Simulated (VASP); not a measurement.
Input of a VASP 6.6.1 run:

File INCAR:

```
PREC = Accurate
ENCUT = 520
EDIFF = 1E-6
ISMEAR = -1
SIGMA = 0.01
LREAL = Auto
LASPH = T
NELM = 60
ALGO = Normal
ISIF = 2
LWAVE = F
LCHARG = F
GGA = PE
NBANDS = 145
```

File KPOINTS:

```
Automatic mesh
0
Gamma
  2 2 2
```

File POSCAR:

```
YB26As27
1.0
    0.0000000000      7.1655000000      7.1655000000
    7.1655000000      0.0000000000      7.1655000000
    7.1655000000      7.1655000000      0.0000000000
Y B As
1 26 27
Direct
    0.0000000000      0.0000000000      0.0000000000
   -0.0010718953     -0.0010718953      0.3394474495
   -0.0010718953     -0.0010718953      0.6626963411
   -0.0010718953      0.3394474495     -0.0010718953
   -0.0006209238      0.3335403079      0.3335403079
   -0.0010718953      0.3394474495      0.6626963411
   -0.0010718953      0.6626963411     -0.0010718953
   -0.0010718953      0.6626963411      0.3394474495
    0.0002505502      0.6665831499      0.6665831499
    0.3394474495     -0.0010718953     -0.0010718953
    0.3335403079     -0.0006209238      0.3335403079
    0.3394474495     -0.0010718953      0.6626963411
    0.3335403079      0.3335403079     -0.0006209238
    0.3335403079      0.3335403079      0.3335403079
    0.3335103064      0.3335103064      0.6664896936
    0.3394474495      0.6626963411     -0.0010718953
    0.3335103064      0.6664896936      0.3335103064
    0.3335103064      0.6664896936      0.6664896936
    0.6626963411     -0.0010718953     -0.0010718953
    0.6626963411     -0.0010718953      0.3394474495
    0.6665831499      0.0002505502      0.6665831499
    0.6626963411      0.3394474495     -0.0010718953
    0.6664896936      0.3335103064      0.3335103064
    0.6664896936      0.3335103064      0.6664896936
    0.6665831499      0.6665831499      0.0002505502
    0.6664896936      0.6664896936      0.3335103064
    0.6665831499      0.6665831499      0.6665831499
    0.1014487576      0.1014487576      0.1014487576
    0.0815938538      0.0815938538      0.4184061462
    0.1014487576      0.1014487576      0.6956537271
    0.0815938538      0.4184061462      0.0815938538
    0.0815938538      0.4184061462      0.4184061462
    0.0838645250      0.4164984837      0.7498184956
    0.1014487576      0.6956537271      0.1014487576
    0.0838645250      0.7498184956      0.4164984837
    0.0838645250      0.7498184956      0.7498184956
    0.4184061462      0.0815938538      0.0815938538
    0.4184061462      0.0815938538      0.4184061462
    0.4164984837      0.0838645250      0.7498184956
    0.4184061462      0.4184061462      0.0815938538
    0.4166669570      0.4166669570      0.4166669570
    0.4166669570      0.4166669570      0.7499991290
    0.4164984837      0.7498184956      0.0838645250
    0.4166669570      0.7499991290      0.4166669570
    0.4164984837      0.7498184956      0.7498184956
    0.6956537271      0.1014487576      0.1014487576
    0.7498184956      0.0838645250      0.4164984837
    0.7498184956      0.0838645250      0.7498184956
    0.7498184956      0.4164984837      0.0838645250
    0.7499991290      0.4166669570      0.4166669570
    0.7498184956      0.4164984837      0.7498184956
    0.7498184956      0.7498184956      0.0838645250
    0.7498184956      0.7498184956      0.4164984837
    0.7500000000      0.7500000000      0.7500000000
```

Potentials or basis: VASP PAW PBE potentials, release 64 (Y_sv, B, As).

Command:

```sh
$ cat potpaw_PBE.64/Y_sv/POTCAR potpaw_PBE.64/B/POTCAR potpaw_PBE.64/As/POTCAR > POTCAR
$ mpirun -np 1 vasp_std > vasp.out
```

What does it give for the largest force?

0.034 eV/Å.

Estimate the band gap on the k mesh.

0.89 eV.

Predict the pressure.

9.2 GPa.

Forces in eV/Å, atoms in the order of the input:
```
Y    0.000  0.000  0.000
B    0.001  0.001 -0.030
B   -0.001 -0.001 -0.030
B    0.001 -0.030  0.001
B   -0.001  0.001  0.001
B    0.030 -0.001  0.001
B   -0.001 -0.030 -0.001
B    0.030  0.001 -0.001
B    0.000  0.000  0.000
B   -0.030  0.001  0.001
B    0.001 -0.001  0.001
B   -0.001  0.030  0.001
B    0.001  0.001 -0.001
B   -0.001 -0.001 -0.001
B    0.000  0.000 -0.001
B   -0.001  0.001  0.030
B    0.000 -0.001  0.000
B    0.001  0.000  0.000
B   -0.030 -0.001 -0.001
B    0.001  0.030 -0.001
B    0.000  0.000  0.000
B    0.001 -0.001  0.030
B   -0.001  0.000  0.000
B    0.000  0.001  0.000
B    0.000  0.000  0.000
B    0.000  0.000  0.001
B    0.000  0.000  0.000
As  -0.020 -0.020 -0.020
As   0.000  0.000  0.014
As   0.020  0.020 -0.020
As   0.000  0.014  0.000
As  -0.014  0.000  0.000
As  -0.002  0.002  0.002
As   0.020 -0.020  0.020
As  -0.002  0.002  0.002
As  -0.002  0.002  0.002
As   0.014  0.000  0.000
As   0.000 -0.014  0.000
As   0.002 -0.002  0.002
As   0.000  0.000 -0.014
As   0.001  0.001  0.001
As  -0.001 -0.001  0.001
As   0.002  0.002 -0.002
As  -0.001  0.001 -0.001
As  -0.002 -0.002 -0.002
As  -0.020  0.020  0.020
As   0.002 -0.002  0.002
As   0.002 -0.002  0.002
As   0.002  0.002 -0.002
As   0.001 -0.001 -0.001
As  -0.002 -0.002 -0.002
As   0.002  0.002 -0.002
As  -0.002 -0.002 -0.002
As   0.000  0.000  0.000
```
